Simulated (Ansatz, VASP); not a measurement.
**Al2Cu: VASP beside Ansatz**

```
CELL_PARAMETERS angstrom
-1.91113 1.91113 2.97685
1.91113 -1.91113 2.97685
1.91113 1.91113 -2.97685
ATOMIC_POSITIONS crystal
Al 0.75000 0.25000 0.50000
Al 0.25000 0.75000 0.50000
Cu 0.50000 0.50000 0.00000
```

Alike in both runs: task single point; functional LDA; k mesh 14 × 14 × 14; occupations gaussian, width 0.15 eV; no spin polarisation.

|  | VASP | Ansatz |
| --- | --- | --- |
| version | VASP 6.6.1 | Ansatz 0.2.0 |
| potentials or method | VASP PAW LDA potentials, release 64 (Al, Cu), cutoff 520 eV | scalar-relativistic, plane waves, PAW |
| valence electrons in the cell | 17 | 25 |

|  | VASP | Ansatz | Ansatz less VASP |
| --- | --- | --- | --- |
| gap on the k mesh at the Fermi level (eV) | none | none | - |
| pressure (GPa) | 6.5 | 6.2 | -0.31 |
| traceless stress, the component that is largest in VASP (GPa) | -6.47 | -6.49 | -0.025 |

Ansatz warns that its potentials were made for another functional, while VASP's fit it. LDA's correlation is that of Perdew and Zunger in VASP and of Perdew and Wang (1992) in Ansatz. A gap of «none» marks a metal or a gap that the smearing closes. VASP's potentials hold 17 valence electrons a cell and Ansatz's 25, so a difference there can come from the potentials and not from the codes.
